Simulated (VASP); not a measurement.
Here is a VASP 6.6.1 calculation.

INCAR

```
PREC = Accurate
ENCUT = 520
EDIFF = 1E-6
ISMEAR = 0
SIGMA = 0.1
LREAL = False
LASPH = True
NELM = 100
ALGO = Normal
ISIF = 2
LWAVE = False
LCHARG = False
LDIPOL = True
IDIPOL = 3
DIPOL = 0.5 0.5 0.352
NBANDS = 38
```

KPOINTS

```
Automatic mesh
0
Gamma
  9 9 1
```

Contents of POSCAR:

```
SiGe4
1.0
    3.9749475856      0.0000000000      0.0000000000
   -1.9874737928      3.4424055879      0.0000000000
    0.0000000000      0.0000000000     19.6181517136
Ge Si
4 1
Direct
    0.3333333333      0.6666666667      0.2038928059
    0.0000000000      0.0000000000      0.2452515838
    0.0000000000      0.0000000000      0.3764881450
    0.6666666666      0.3333333333      0.4138081830
    0.8333333333      0.6666666667      0.5195405731
```

Potentials or basis: VASP PAW LDA potentials, release 64 (Ge_d, Si).

Launch:

```sh
$ cat potpaw_LDA.64/Ge_d/POTCAR potpaw_LDA.64/Si/POTCAR > POTCAR
$ mpirun -np 1 vasp_std > vasp.out
```

**Question.** What does it give for the largest force?

**Answer.** 0.768 eV/Å.

**Question.** What does it give for the band gap on the k mesh?

**Answer.** Zero (bands 30 and 31 overlap by 0.80 eV).

Forces on the atoms (eV/Å):
```
Ge   0.000 -0.103  0.303
Ge   0.000  0.015 -0.230
Ge   0.000  0.295 -0.709
Ge   0.000 -0.350  0.629
Si   0.000  0.143  0.008
```
